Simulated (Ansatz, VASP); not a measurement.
# One calculation of Te, two programs

The input INCAR:

```
SYSTEM = Te
PREC = Accurate
ENCUT = 520
EDIFF = 1E-6
ISMEAR = -1
SIGMA = 0.05
LREAL = .FALSE.
LASPH = .TRUE.
NELM = 100
ALGO = Normal
ISIF = 2
LWAVE = .FALSE.
LCHARG = .FALSE.
GGA = CA
NBANDS = 9
```

Contents of KPOINTS:

```
regular mesh
0
G
  9 9 9
  0 0 0
```

The input POSCAR:

```
Te
1.0
    2.3362486691      1.3488337980      1.7132056465
   -2.3362486691      1.3488337980      1.7132056465
    0.0000000000     -2.6976675961      1.7132056465
Te
1
Direct
    0.5000000000      0.5000000000      0.5000000000
```

File input.yaml:

```yaml
crystal:
  lattice:
    - [2.3362486691, 1.348833798, 1.7132056465]
    - [-2.3362486691, 1.348833798, 1.7132056465]
    - [0.0, -2.6976675961, 1.7132056465]
  atoms:
    - { symbol: Te, position: [0.5, 0.5, 0.5] }
hamiltonian:
  xc: lda
  pseudopotentials: { kind: paw }
kpoints:
  mp_grid: { grid: [9, 9, 9] }
scf:
  occupations: { method: fermi_dirac, width: 0.05 }
output:
  forces: true
  stress: true
  eigenvalues: true
  write_density: true
  write_potential: true
  elf: true
  volumetric_format: npy
```

Alike in both runs: task single point; functional LDA; k mesh 9 × 9 × 9; occupations fermi-dirac, width 0.05 eV; no spin polarisation.

```csv
,VASP,Ansatz
version,VASP 6.6.1,Ansatz 0.2.0
potentials or method,"VASP PAW LDA potentials, release 64 (Te)",Ansatz PAW
plane-wave cutoff (eV),520,420
valence electrons in the cell,6,16
```

Ansatz gave:

| Property | Result |
| --- | --- |
| gap on the k mesh at the Fermi level (eV) | none |
| pressure (GPa) | -3.1 |
| traceless stress, the component that is largest in VASP (GPa) | 0.60 |

Q: Estimate VASP's values.

A: gap on the k mesh at the Fermi level (eV): none; pressure (GPa): -3.0; traceless stress, the component that is largest in VASP (GPa): 0.57.

LDA's correlation is that of Perdew and Zunger in VASP and of Perdew and Wang (1992) in Ansatz. A gap of «none» marks a metal or a gap that the smearing closes. VASP's potentials hold 6 valence electrons a cell and Ansatz's 16, so a difference there can come from the potentials and not from the codes.

Spin-orbit coupling is off throughout.
